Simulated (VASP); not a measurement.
A run of VASP 6.6.1 is set up as follows.

The input INCAR:

```
SYSTEM = KMgF3
PREC     = Accurate       ! precision mode
ENCUT    = 520            ! plane-wave cutoff, eV
EDIFF    = 1E-6           ! SCF threshold, eV
ISMEAR   = 0              ! smearing method
SIGMA    = 0.05           ! smearing width, eV
LREAL    = .False.        ! projectors in reciprocal space
LASPH    = .True.         ! aspherical terms in the spheres
NELM     = 80             ! most SCF steps
ALGO     = Normal         ! electronic algorithm
ISIF     = 2              ! what is computed and relaxed
LWAVE    = .False.        ! write WAVECAR
LCHARG   = .False.        ! write CHGCAR
GGA      = PS             ! functional
NBANDS   = 24             ! bands
```

The input KPOINTS:

```
regular mesh
0
Gamma
  6 6 6
  0 0 0
```

The input POSCAR:

```
KMgF3
1.0
    3.9859000000      0.0298942500      0.0000000000
    0.0298942500      3.9859000000      0.0000000000
    0.0000000000      0.0000000000      3.9859000000
K Mg F
1 1 3
Direct
    0.5000000000      0.5000000000      0.5000000000
    0.0000000000      0.0000000000      0.0000000000
    0.5000000000      0.0000000000      0.0000000000
    0.0000000000      0.5000000000      0.0000000000
    0.0000000000      0.0000000000      0.5000000000
```

Potentials or basis: VASP PAW PBE potentials, release 64 (K_sv, Mg, F).

The run is started by

```sh
$ cat potpaw_PBE.64/K_sv/POTCAR potpaw_PBE.64/Mg/POTCAR potpaw_PBE.64/F/POTCAR > POTCAR
$ mpirun -np 1 vasp_std > vasp.out
```

Task: Estimate the band gap on the k mesh.

Result: 7.12 eV, indirect (least direct gap 7.42 eV).

Task: What does it give for the pressure?

Result: -0.1 GPa.

Stress tensor (GPa, compression positive):
```
-0.08 -0.69  0.00
-0.69 -0.08  0.00
 0.00  0.00 -0.08
```

Caveat: the cell differs from its parent crystal (strain +0.0150 x Voigt [0, 0, 0, 0, 0, 1]); the PAW data sets were made with another functional, which shifts forces and pressure a little. A k mesh can miss the band edges.
